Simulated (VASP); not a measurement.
# Sn: single point with r2SCAN

The system is Sn.

```
Sn
1.0
     0.00000    3.27589    3.27589
     3.27589    0.00000    3.27589
     3.27589    3.27589    0.00000
Sn
2
Cartesian
  4.9138 4.9138 4.9138
  3.2759 3.2759 3.2759
```

```
Program             : VASP 6.6.1
Task                : single point
Functional          : r2SCAN
Potentials or basis : VASP PAW PBE potentials, release 64 (Sn_d)
Cutoff              : 520 eV
k mesh              : 7 × 7 × 7
Occupations         : fermi-dirac, width 0.05 eV
Spin                : no spin polarisation
```

```yaml
Pressure: 0.3 GPa
Band_gap_on_the_k_mesh: zero (filled and empty bands touch)
```

Levels at points of the mesh, in eV from the Fermi level:
| k point | band 11 | band 12 | band 13 | band 14 | band 15 | band 16 | band 17 | band 18 |
| --- | --- | --- | --- | --- | --- | --- | --- | --- |
| (0.00, 0.00, 0.00) | -10.93 | -0.56 | 0.01 | 0.01 | 0.01 | 2.23 | 2.23 | 2.23 |

It took 76 s on 1 thread of AMD EPYC 9R45 96-Core Processor (Zen 5), with other jobs on the host, peak memory 0.18 GiB.

Caveat: the PAW data sets were made with another functional, which shifts forces and pressure a little; spin-orbit coupling is left out, which moves the levels of the heavy elements.
